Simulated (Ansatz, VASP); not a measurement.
## One calculation of InSb, two programs

```
In Sb
1.0
     0.00000    3.31661    3.31661
     3.31661    0.00000    3.31661
     3.31661    3.31661    0.00000
In Sb
1 1
Cartesian
  0.0000 0.0000 0.0000
  4.9749 4.9749 4.9749
```

Alike in both runs: task single point; functional PBEsol; k mesh 6 × 6 × 6; occupations gaussian, width 0.1 eV; no spin polarisation.

```csv
,VASP,Ansatz
version,VASP 6.6.1,Ansatz 0.2.0
potentials or method,"VASP PAW PBE potentials, release 64 (In_d, Sb), cutoff 520 eV","scalar-relativistic, plane waves, PAW"
valence electrons in the cell,18,28
```

```tsv
	VASP	Ansatz	Ansatz less VASP
gap on the k mesh at the Fermi level (eV)	none	none	-
pressure (GPa)	-1.9	-1.9	0.00
```

VASP's potentials were made for PBE, not for PBEsol, and Ansatz warns of the same on its side. A gap of «none» marks a metal or a gap that the smearing closes. VASP's potentials hold 18 valence electrons a cell and Ansatz's 28, so a difference there can come from the potentials and not from the codes.

Spin-orbit coupling is off throughout.
